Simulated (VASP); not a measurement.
# C (R-3m) in VASP: notebook, part 2 of 2

VASP 6.6.1. The steps go on from the part before.

### Step 3. Single point, r2SCAN (biaxial strain in the a-b plane: +1.0 %, then relaxed in part)

POSCAR

```
C
1.0
    2.4802863851      0.0000000000      0.0000000000
   -1.2401431926      2.1479910182      0.0000000000
    0.0000000000      0.0000000000     21.8299054137
C
12
Direct
    0.0000000000      0.0000000000      0.9190278553
    0.3333333333      0.6666666667      0.9190228064
    0.0000000000      0.0000000000      0.7476438602
    0.3333333333      0.6666666667      0.7476388113
    0.6666666667      0.3333333333      0.2523611887
    0.0000000000      0.0000000000      0.2523561398
    0.6666666667      0.3333333333      0.0809771936
    0.0000000000      0.0000000000      0.0809721447
    0.3333333333      0.6666666667      0.5856945220
    0.6666666667      0.3333333333      0.5856894731
    0.3333333333      0.6666666667      0.4143105269
    0.6666666667      0.3333333333      0.4143054780
```

INCAR.step1

```
SYSTEM = C
ALGO = Normal
EDIFF = 1E-4
ENCUT = 520
GGA = PE
ISMEAR = 0
LASPH = .TRUE.
LCHARG = .FALSE.
LREAL = .FALSE.
LWAVE = .TRUE.
NBANDS = 36
NELM = 100
PREC = Accurate
SIGMA = 0.01
```

INCAR.step2

```
SYSTEM = C
ALGO = Normal
EDIFF = 1E-6
ENCUT = 520
ISIF = 2
ISMEAR = 0
ISTART = 1
LASPH = .TRUE.
LCHARG = .TRUE.
LELF = .TRUE.
LMIXTAU = .TRUE.
LREAL = .FALSE.
LVHAR = .TRUE.
LWAVE = .FALSE.
METAGGA = R2SCAN
NBANDS = 36
NELM = 100
PREC = Accurate
SIGMA = 0.01
```

KPOINTS

```
k-points
0
G
  18 18 2
  0 0 0
```

Potentials or basis: VASP PAW PBE potentials, release 64 (C).

Command:

```sh
$ cat potpaw_PBE.64/C/POTCAR > POTCAR
$ cp INCAR.step1 INCAR
$ mpirun -np 1 vasp_std > vasp.out
$ cp INCAR.step2 INCAR
$ mpirun -np 1 vasp_std > vasp.out
```

OUTCAR:

```text
SYSTEM = C
   EDIFF = 1E-6
   ENCUT = 520
   ISIF = 2
   ISMEAR = 0
   ISTART = 1
   LASPH = .TRUE.
   LREAL = .FALSE.
   METAGGA = R2SCAN
   NELM = 100
   PREC = Accurate

 ion  position               nearest neighbor table
   1  0.000  0.000  0.919-   2 1.43   2 1.43   2 1.43
   2  0.333  0.667  0.919-   1 1.43   1 1.43   1 1.43
   3  0.000  0.000  0.748-   4 1.43   4 1.43   4 1.43
   4  0.333  0.667  0.748-   3 1.43   3 1.43   3 1.43
   5  0.667  0.333  0.252-   6 1.43   6 1.43   6 1.43
   6  0.000  0.000  0.252-   5 1.43   5 1.43   5 1.43
   7  0.667  0.333  0.081-   8 1.43   8 1.43   8 1.43
   8  0.000  0.000  0.081-   7 1.43   7 1.43   7 1.43
   9  0.333  0.667  0.586-  10 1.43  10 1.43  10 1.43
  10  0.667  0.333  0.586-   9 1.43   9 1.43   9 1.43
  11  0.333  0.667  0.414-  12 1.43  12 1.43  12 1.43
  12  0.667  0.333  0.414-  11 1.43  11 1.43  11 1.43

  LATTYP: Found a hexagonal cell.
 ALAT       =     2.4802863851
 C/A-ratio  =     8.8013648524

  Lattice vectors:

 A1 = (   2.4802863851,   0.0000000000,   0.0000000000)
[... 208 lines left out ...]
 Fermi energy:         3.7863682476

 k-point     1 :       0.0000    0.0000    0.0000
  band No.  band energies     occupation
      1     -16.8435      2.00000
      2     -16.8076      2.00000
      3     -16.8076      2.00000
      4     -16.7210      2.00000
      5     -16.7210      2.00000
      6     -16.6830      2.00000
[... 925 lines left out ...]
     35      12.7223      0.00000
     36      12.7883      0.00000

 [... further k-points ...]
[... 5 lines left out ...]
  --------------------------------------------------------------------------------------
  -------------------------------------------------------------------------------------
  Total       -7.5343975     -7.5343975     -0.1157711      0.0000000      0.0000000      0.0000000
  in kB     -103.7941712   -103.7941712     -1.5948670      0.0000000      0.0000000      0.0000000
  external PRESSURE =     -69.7277365 kB  Pullay stress =       0.0000000 kB

 VOLUME and BASIS-vectors are now :
 -----------------------------------------------------------------------------
  energy-cutoff  :      520.00
  volume of cell :      116.30
      direct lattice vectors                 reciprocal lattice vectors
     2.480286385  0.000000000  0.000000000     0.403179248  0.232775647  0.000000000
    -1.240143193  2.147991018  0.000000000     0.000000000  0.465551295  0.000000000
     0.000000000  0.000000000 21.829905414     0.000000000  0.000000000  0.045808719

 POSITION                                       TOTAL-FORCE (eV/Angst)
 -----------------------------------------------------------------------------------
      0.00000      0.00000     20.06229         0.000000     -0.000000     -0.000157
     -0.00000      1.43199     20.06218        -0.000000      0.000000      0.000136
      0.00000      0.00000     16.32099         0.000000     -0.000000     -0.000136
     -0.00000      1.43199     16.32088        -0.000000     -0.000000      0.000157
      1.24014      0.71600      5.50902         0.000000     -0.000000     -0.000157
      0.00000      0.00000      5.50891        -0.000000      0.000000      0.000136
      1.24014      0.71600      1.76772        -0.000000     -0.000000     -0.000136
      0.00000      0.00000      1.76761        -0.000000      0.000000      0.000157
     -0.00000      1.43199     12.78566        -0.000000     -0.000000     -0.000157
      1.24014      0.71600     12.78555         0.000000      0.000000      0.000136
     -0.00000      1.43199      9.04436         0.000000      0.000000     -0.000136
      1.24014      0.71600      9.04425        -0.000000      0.000000      0.000157
 -----------------------------------------------------------------------------------
    total drift:                                0.000000     -0.000000     -0.000000

  FREE ENERGIE OF THE ION-ELECTRON SYSTEM (eV)
  ---------------------------------------------------
  free  energy   TOTEN  =      -119.1574767856 eV

  energy  without entropy=     -119.1574767856  energy(sigma->0) =     -119.15747679
```

OSZICAR.step1:

```text
N       E                     dE             d eps       ncg     rms          rms(c)
DAV:   1     0.186512417426E+03    0.18651E+03   -0.23992E+04  5336   0.123E+03
DAV:   2    -0.101789200787E+03   -0.28830E+03   -0.27217E+03  7040   0.261E+02
DAV:   3    -0.117216307195E+03   -0.15427E+02   -0.15287E+02  6580   0.587E+01
DAV:   4    -0.117473903589E+03   -0.25760E+00   -0.25711E+00  6752   0.863E+00
DAV:   5    -0.117481647441E+03   -0.77439E-02   -0.77382E-02  6940   0.142E+00    0.151E+01
DAV:   6    -0.112283369655E+03    0.51983E+01   -0.50777E+00  6400   0.899E+00    0.884E+00
DAV:   7    -0.110592444822E+03    0.16909E+01   -0.62813E+00  6272   0.100E+01    0.228E+00
DAV:   8    -0.110613164653E+03   -0.20720E-01   -0.23466E-01  6148   0.193E+00    0.193E-01
DAV:   9    -0.110613227568E+03   -0.62915E-04   -0.52630E-03  6824   0.336E-01    0.105E-01
DAV:  10    -0.110614104017E+03   -0.87645E-03   -0.11314E-03  6392   0.159E-01    0.680E-02
DAV:  11    -0.110614130323E+03   -0.26306E-04   -0.38492E-05  4836   0.316E-02
   1 F= -.11061413E+03 E0= -.11061413E+03  d E =-.181828E-31
```

Run time: 19 min. Hardware: 1 thread of AMD EPYC 7R43 (Zen 3), shared host; peak memory 0.32 GiB.

What came out:

```
Free energy : -119.1575 eV
Pressure    : -7.0 GPa
```

Caveat: the cell differs from its parent crystal (biaxial strain in the a-b plane: +1.0 %, then relaxed in part); the cell stands under tension; the PAW data sets were made with another functional, which shifts forces and pressure a little.
